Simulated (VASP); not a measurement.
Here is a VASP 6.6.1 calculation.

File INCAR:

```
SYSTEM = RuBr2
  ALGO = Normal
  EDIFF = 1E-6
  EDIFFG = -0.01
  ENCUT = 600
  GGA = PS
  IBRION = 2
  ISIF = 4
  ISMEAR = 0
  LASPH = .TRUE.
  LCHARG = .FALSE.
  LREAL = .FALSE.
  LWAVE = .FALSE.
  NELM = 100
  NSW = 60
  PREC = Accurate
  SIGMA = 0.05
```

KPOINTS

```
k-points
0
G
  10 10 6
  0 0 0
```

Contents of POSCAR:

```
RuBr2
1.0
    3.6992501868      0.0000000000      0.0000000000
   -1.8496250934      3.2036446367      0.0000000000
    0.0000000000      0.0000000000      5.7606324143
Ru Br
1 2
Direct
    0.0000000000      0.0000000000      0.0000000000
    0.3333333333      0.6666666667      0.2214045506
    0.6666666667      0.3333333333      0.7785954494
```

Potentials or basis: VASP PAW PBE potentials, release 64 (Ru_pv, Br).

The run is started by

```console
$ cat potpaw_PBE.64/Ru_pv/POTCAR potpaw_PBE.64/Br/POTCAR > POTCAR
$ mpirun -np 1 vasp_std > vasp.out
```

(1) Estimate the band gap on the k mesh.

## Answers

(1) 0.79 eV (least direct gap 0.86 eV).
